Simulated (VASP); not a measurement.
# HPb in VASP: single point with PBE

Aim: the single point of HPb with PBE.

All numbers are computed with VASP 6.6.1; they aren't measurements. Logs are shortened: lines on timing, memory, paths and dates and some standing lists are left out, and cuts for length are marked.

## 1. The cell of the first run

The cell holds a slab with vacuum, 10 atoms: a = 3.395 Å, b = 3.423 Å, c = 28.760 Å, α = 90.00°, β = 90.00°, γ = 86.19°.

## 2. Single point, PBE

File INCAR:

```
SYSTEM = HPb
PREC = Accurate
ENCUT = 520
EDIFF = 1E-6
ISMEAR = -1
SIGMA = 0.1
LREAL = .False.
LASPH = .True.
NELM = 60
ALGO = Normal
ISIF = 2
LWAVE = .False.
LCHARG = .False.
GGA = PE
NBANDS = 48
```

File KPOINTS:

```
regular mesh
0
Gamma
  6 6 1
  0 0 0
```

File POSCAR:

```
HPb
1.0
   -3.3950910000      0.0000000000      0.0000000000
   -0.2272600000      3.4152100000      0.0000000000
    0.0000000000      0.0000000000    -28.7604160000
H Pb
5 5
Direct
    0.9915490000      0.0084700000      0.9729140000
    0.0036480000      0.0325950000      0.8535180000
    0.9540860000      0.0321190000      0.7408760000
    0.0102400000      0.1028380000      0.6206690000
    0.9848540000      0.0834080000      0.5037200000
    0.5330610000      0.5214500000      0.9169130000
    0.5278510000      0.5946110000      0.7954590000
    0.5183040000      0.5486600000      0.6747030000
    0.4862760000      0.5964180000      0.5616100000
    0.4767530000      0.6316700000      0.4434500000
```

Potentials or basis: VASP PAW PBE potentials, release 64 (H, Pb_d).

Started as:

```
$ cat potpaw_PBE.64/H/POTCAR potpaw_PBE.64/Pb_d/POTCAR > POTCAR
$ mpirun -np 1 vasp_std > vasp.out
```

OUTCAR:

```text
SYSTEM = HPb
   PREC = Accurate
   ENCUT = 520
   EDIFF = 1E-6
   ISMEAR = -1
   LREAL = .False.
   LASPH = .True.
   NELM = 60
   ISIF = 2
   GGA = PE

 ion  position               nearest neighbor table
   1  0.992  0.008  0.973-
   2  0.004  0.033  0.854-
   3  0.954  0.032  0.741-
   4  0.010  0.103  0.621-
   5  0.985  0.083  0.504-
   6  0.533  0.521  0.917-   7 3.50
   7  0.528  0.595  0.795-   8 3.48   6 3.50
   8  0.518  0.549  0.675-   9 3.26   7 3.48
   9  0.486  0.596  0.562-   8 3.26  10 3.40
  10  0.477  0.632  0.443-   9 3.40

  LATTYP: Found a simple monoclinic cell.
 ALAT       =     3.3950910000
 B/A-ratio  =     8.4711767667
 C/A-ratio  =     1.0081505871
 COS(beta)  =    -0.0663966512

  Lattice vectors:

 A1 = (  -3.3950910000,   0.0000000000,   0.0000000000)
 A2 = (   0.0000000000,   0.0000000000, -28.7604160000)
 A3 = (   0.2272600000,  -3.4152100000,   0.0000000000)

Analysis of symmetry for initial positions (statically):
=====================================================================
 Subroutine PRICEL returns:
 Original cell was already a primitive cell.

 Routine SETGRP: Setting up the symmetry group for a
 simple monoclinic supercell.

 Subroutine GETGRP returns: Found  1 space group operations
 (whereof  1 operations were pure point group operations)
 out of a pool of  4 trial point group operations.

The static configuration has the point symmetry C_1 .

Analysis of symmetry for dynamics (positions and initial velocities):
=====================================================================
 Subroutine PRICEL returns:
 Original cell was already a primitive cell.

 Routine SETGRP: Setting up the symmetry group for a
 simple monoclinic supercell.

 Subroutine GETGRP returns: Found  1 space group operations
 (whereof  1 operations were pure point group operations)
 out of a pool of  4 trial point group operations.

The dynamic configuration has the point symmetry C_1 .

 Subroutine INISYM returns: Found  1 space group operations
 (whereof  1 operations are pure point group operations),
 and found     1 'primitive' translations

----------------------------------------------------------------------------------------

                                     Primitive cell

  volume of cell :     333.4755

  direct lattice vectors                    reciprocal lattice vectors
    -3.395091000  0.000000000  0.000000000    -0.294542915 -0.019599914  0.000000000
    -0.227260000  3.415210000  0.000000000     0.000000000  0.292807763  0.000000000
     0.000000000  0.000000000-28.760416000     0.000000000  0.000000000 -0.034770012

  length of vectors
     3.395091000  3.422762985 28.760416000     0.295194318  0.292807763  0.034770012

  position of ions in fractional coordinates (direct lattice)
     0.991549000  0.008470000  0.972914000
     0.003648000  0.032595000  0.853518000
     0.954086000  0.032119000  0.740876000
     0.010240000  0.102838000  0.620669000
     0.984854000  0.083408000  0.503720000
     0.533061000  0.521450000  0.916913000
     0.527851000  0.594611000  0.795459000
     0.518304000  0.548660000  0.674703000
     0.486276000  0.596418000  0.561610000
     0.476753000  0.631670000  0.443450000

  ion indices of the primitive-cell ions
   primitive index   ion index
                 1           1
                 2           2
                 3           3
                 4           4
                 5           5
                 6           6
                 7           7
                 8           8
                 9           9
                10          10

----------------------------------------------------------------------------------------

 KPOINTS: regular mesh

Automatic generation of k-mesh.
 Grid dimensions read from file:
 generate k-points for:    6    6    1

 Generating k-lattice:

  Cartesian coordinates                     Fractional coordinates (reciprocal lattice)
    -0.049090486 -0.003266652  0.000000000     0.166666667  0.000000000  0.000000000
     0.000000000  0.048801294  0.000000000     0.000000000  0.166666667  0.000000000
     0.000000000  0.000000000 -0.034770012     0.000000000  0.000000000  1.000000000

  Length of vectors
     0.049199053  0.048801294  0.034770012

  Shift w.r.t. Gamma in fractional coordinates (k-lattice)
     0.000000000  0.000000000  0.000000000

 Subroutine IBZKPT returns following result:
 ===========================================

 Found     20 irreducible k-points:

 Following reciprocal coordinates:
            Coordinates               Weight
  0.000000  0.000000  0.000000      1.000000
  0.166667  0.000000  0.000000      2.000000
  0.333333  0.000000  0.000000      2.000000
  0.500000  0.000000  0.000000      1.000000
  0.000000  0.166667  0.000000      2.000000
  0.166667  0.166667  0.000000      2.000000
[... 12 lines left out ...]
  0.333333  0.500000  0.000000      2.000000
  0.500000  0.500000  0.000000      1.000000
   k-points           NKPTS =     20   k-points in BZ     NKDIM =     20   number of bands    NBANDS=     48
   number of dos      NEDOS =    301   number of ions     NIONS =     10
   total plane-waves  NPLWV = 169344
   dimension x,y,z NGX =    28 NGY =   28 NGZ =  216
   dimension x,y,z NGXF=    56 NGYF=   56 NGZF=  432
   ions per type =               5   5
   NGX,Y,Z   is equivalent  to a cutoff of  13.71, 13.60, 12.49 a.u.
   NGXF,Y,Z  is equivalent  to a cutoff of  27.42, 27.20, 24.97 a.u.
 SYSTEM =  HPb
   PREC   = accura    normal or accurate (medium, high low for compatibility)
   ISTART =      0    job   : 0-new  1-cont  2-samecut
   ICHARG =      2    charge: 1-file 2-atom 10-const
   ISPIN  =      1    spin polarized calculation?
   LNONCOLLINEAR =      F non collinear calculations
   LSORBIT =      F    spin-orbit coupling
   LASPH  =      T    aspherical Exc in radial PAW
   ENCUT  =  520.0 eV  38.22 Ry    6.18 a.u.   6.31  6.36 53.48*2*pi/ulx,y,z
   NELM   =     60;   NELMIN=  2; NELMDL= -5     # of ELM steps
   EDIFF  = 0.1E-05   stopping-criterion for ELM
   LREAL  =      F    real-space projection
   EDIFFG = 0.1E-04   stopping-criterion for IOM
   NSW    =      0    number of steps for IOM
   IBRION =     -1    ionic relax: 0-MD 1-quasi-New 2-CG
   NFREE  =      0    steps in history (QN), initial steepest desc. (CG)
   ISIF   =      2    stress and relaxation
   ISYM   =      2    0-nonsym 1-usesym 2-fastsym
   POTIM  = 0.5000    time-step for ionic-motion
   TEBEG  =    0.0;   TEEND  =   0.0 temperature during run
   PSTRESS=    0.0 pullay stress
   NELECT =      75.0000    total number of electrons
   NUPDOWN=      -1.0000    fix difference up-down
   EMIN   =  10.00;   EMAX   =-10.00  energy-range for DOS
   EFERMI =   0.00;   METHOD = LEGACY
   ISMEAR =    -1;   SIGMA  =   0.10  broadening in eV -4-tet -1-fermi 0-gaus
   EFERMI_NEDOS =   21; number of points for ismear=-14 and -15
   IALGO  =     38    algorithm
   IMIX   =      4    mixing-type and parameters
     AMIX     =   0.40;   BMIX     =  1.00
     AMIX_MAG =   1.60;   BMIX_MAG =  1.00
  volume/ion in A,a.u.               =      33.35       225.04
  Fermi-wavevector in a.u.,A,eV,Ry     =   0.995575  1.881364 13.485677  0.991169
  Thomas-Fermi vector in A             =   2.127604
   LORBIT       =      0    0 simple, 1 ext, 2 COOP (PROOUT), +10 PAW based schemes
   GGA     = PE    functional components
   LHFCALC =     F    Hartree Fock is set to
   AEXX    =    0.0000 exact exchange contribution
   IVDW    =     0    specifies the selected vdW correction
   LEPSILON=     F    determine dielectric tensor
   LRPA    =     F    only Hartree local field effects (RPA)
 non-spin polarized calculation
  energy-cutoff  :      520.00
  volume of cell :      333.48
 maximum number of plane-waves:      9051
 NGX is ok and might be reduce to    28
   NGX = 13   NGY = 13   NGZ =107

 number of electron      74.9999996 magnetization

 Free energy of the ion-electron system (eV)
  ---------------------------------------------------
  ext. energy  EPLUGINS =         0.00000000
  ---------------------------------------------------
  free energy    TOTEN  =       -27.72616019 eV

  energy without entropy =      -27.56163445  energy(sigma->0) =      -27.64389732

 E-fermi :   1.1750     XC(G=0):  -6.1212

 val. band max:        1.1397274037   @ k =   0.3333   0.1667   0.0000
 cond. band min:       1.2375854801   @ k =  -0.3333   0.3333   0.0000
 fundamental gap:      0.0978580764
 Fermi energy:         1.1749543067

 k-point     1 :       0.0000    0.0000    0.0000
  band No.  band energies     occupation
      1     -16.3087      2.00000
      2     -16.2009      2.00000
      3     -16.1518      2.00000
      4     -16.0942      2.00000
      5     -16.0834      2.00000
      6     -16.0772      2.00000
[... 40 lines left out ...]
     47       5.8099      0.00000
     48       6.1324      0.00000

 k-point     2 :       0.1667    0.0000    0.0000
  band No.  band energies     occupation
      1     -16.2621      2.00000
      2     -16.1695      2.00000
      3     -16.1049      2.00000
      4     -16.0770      2.00000
      5     -16.0387      2.00000
      6     -16.0317      2.00000
[... 40 lines left out ...]
     47       5.6379      0.00000
     48       5.9093      0.00000

 k-point     3 :       0.3333    0.0000    0.0000
  band No.  band energies     occupation
      1     -16.2275      2.00000
      2     -16.0978      2.00000
      3     -16.0912      2.00000
      4     -16.0562      2.00000
      5     -16.0247      2.00000
      6     -16.0097      2.00000
[... 856 lines left out ...]
     47       2.6810      0.00000
     48       3.5280      0.00000

 k-point    20 :       0.5000    0.5000    0.0000
  band No.  band energies     occupation
      1     -16.1591      2.00000
      2     -16.1080      2.00000
      3     -16.0936      2.00000
      4     -16.0339      2.00000
      5     -16.0095      2.00000
      6     -15.9584      2.00000
[... 40 lines left out ...]
     47       2.7517      0.00000
     48       4.1863      0.00000

------------------------ aborting loop because EDIFF is reached ----------------------------------------

  FORCE on cell =-STRESS in cart. coord.  units (eV):
  Direction    XX          YY          ZZ          XY          YZ          ZX
  --------------------------------------------------------------------------------------
  -------------------------------------------------------------------------------------
  Total       -4.8959291     -5.7660434     -5.4500301     -2.6176278      0.7071847      0.1516435
  in kB      -23.5224039    -27.7028529    -26.1845727    -12.5763462      3.3976564      0.7285687
  external PRESSURE =     -25.8032765 kB  Pullay stress =       0.0000000 kB

 VOLUME and BASIS-vectors are now :
 -----------------------------------------------------------------------------
  energy-cutoff  :      520.00
  volume of cell :      333.48
      direct lattice vectors                 reciprocal lattice vectors
    -3.395091000  0.000000000  0.000000000    -0.294542915 -0.019599914  0.000000000
    -0.227260000  3.415210000  0.000000000     0.000000000  0.292807763  0.000000000
     0.000000000  0.000000000-28.760416000     0.000000000  0.000000000 -0.034770012

 POSITION                                       TOTAL-FORCE (eV/Angst)
 -----------------------------------------------------------------------------------
     -3.36832      0.02893    -27.98141         0.114658     -0.018060      0.982968
     -0.01979      0.11132    -24.54753         0.100241     -0.096076     -0.077200
     -3.24651      0.10969    -21.30790         0.109017     -0.033756     -0.174765
     -0.05814      0.35121    -17.85070         0.040794      0.057990     -0.040331
     -3.36262      0.28486    -14.48720        -0.052978     -0.143574      0.073270
     -1.92830      1.78086    -26.37080        -0.166084     -0.020629     -0.624092
     -1.92723      2.03072    -22.87773        -0.133906      0.182356      0.130611
     -1.88438      1.87379    -19.40474        -0.097553     -0.124664     -0.176598
     -1.78649      2.03689    -16.15214         0.040535      0.061316      0.344792
     -1.76217      2.15729    -12.75381         0.045275      0.135097     -0.438655
 -----------------------------------------------------------------------------------
    total drift:                                0.000149      0.000338     -0.000740

  FREE ENERGIE OF THE ION-ELECTRON SYSTEM (eV)
  ---------------------------------------------------
  free  energy   TOTEN  =       -27.7261601923 eV

  energy  without entropy=      -27.5616344512  energy(sigma->0) =      -27.64389732
```

It took 12 min on 1 thread of Oxide Virtual Turin-like, shared host; peak memory 0.5 GiB.

What came out:

```yaml
Free_energy: -27.7262 eV
Largest_force: 0.990 eV/Å
```

Forces in eV/Å, atoms in the order of the input:
```
H    0.115 -0.018  0.983
H    0.100 -0.096 -0.077
H    0.109 -0.034 -0.175
H    0.041  0.058 -0.040
H   -0.053 -0.144  0.073
Pb  -0.166 -0.021 -0.624
Pb  -0.134  0.182  0.131
Pb  -0.098 -0.125 -0.177
Pb   0.041  0.061  0.345
Pb   0.045  0.135 -0.439
```

Caveat: spin-orbit coupling is left out, which moves the levels of the heavy elements.
